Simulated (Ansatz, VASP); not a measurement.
Two plane-wave programs on CuI

```
CELL_PARAMETERS angstrom
0.00000 2.64826 3.97239
2.64826 0.00000 3.97239
2.64826 2.64826 0.00000
ATOMIC_POSITIONS crystal
Cu 0.75000 0.75000 0.75000
I 0.00000 0.00000 0.00000
```

Alike in both runs: task single point; functional r2SCAN; k mesh 8 × 8 × 8; occupations gaussian, width 0.05 eV; no spin polarisation.

|  | VASP | Ansatz |
| --- | --- | --- |
| version | VASP 6.6.1 | Ansatz 0.2.0 |
| potentials or method | VASP PAW PBE potentials, release 64 (Cu, I), cutoff 520 eV | scalar-relativistic, plane waves, PAW |
| valence electrons in the cell | 18 | 36 |

VASP gave:

| Item | Value |
| --- | --- |
| gap on the k mesh at the Fermi level (eV) | 0.72 |
| least direct gap on the mesh (eV) | 0.72 |
| pressure (GPa) | -1.2 |
| traceless stress, the component that is largest in VASP (GPa) | -8.65 |

Q: What did Ansatz give for the same quantities?

A: gap on the k mesh at the Fermi level (eV): 0.72; least direct gap on the mesh (eV): 0.72; pressure (GPa): -1.2; traceless stress, the component that is largest in VASP (GPa): -8.62.

VASP's potentials were made for PBE, not for r2SCAN. With one functional, cell and mesh, what is left measures potentials, basis and numerics. VASP's potentials hold 18 valence electrons a cell and Ansatz's 36, so a difference there can come from the potentials and not from the codes.

Neither program's run includes spin-orbit coupling.
